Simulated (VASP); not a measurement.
Here is a VASP 6.6.1 calculation.

File INCAR:

```
SYSTEM = Rb
PREC = Accurate
ENCUT = 520
EDIFF = 1E-6
ISMEAR = 0
SIGMA = 0.1
LREAL = .FALSE.
LASPH = .TRUE.
NELM = 100
ALGO = Normal
ISIF = 2
LWAVE = .FALSE.
LCHARG = .TRUE.
GGA = PE
LELF = .TRUE.
LVHAR = .TRUE.
NBANDS = 16
```

File KPOINTS:

```
Automatic mesh
0
G
  3 3 2
  0 0 0
```

POSCAR

```
Rb
1.0
    4.9806484020     -0.0000000024      0.0000000000
   -2.4903241989      4.3133680446      0.0000000000
    0.0000000000      0.0000000000      8.1547697246
Rb
2
Direct
    0.6666666667      0.3333333333      0.2534483718
    0.3333333333      0.6666666667      0.7465516282
```

Potentials or basis: VASP PAW PBE potentials, release 64 (Rb_sv).

Launch:

```console
$ cat potpaw_PBE.64/Rb_sv/POTCAR > POTCAR
$ mpirun -np 1 vasp_std > vasp.out
```

Problem. Estimate the band gap on the k mesh.

Solution. Zero (band 9 reaches 1.15 eV, above the bottom of band 10 at -1.22 eV).

Problem. What does it give for the largest force?

Solution. 0.014 eV/Å.

Forces in eV/Å, atoms in the order of the input:
```
Rb   0.000  0.000 -0.014
Rb   0.000  0.000  0.014
```

Caveat: the k points lie up to 0.49 Å⁻¹ apart.
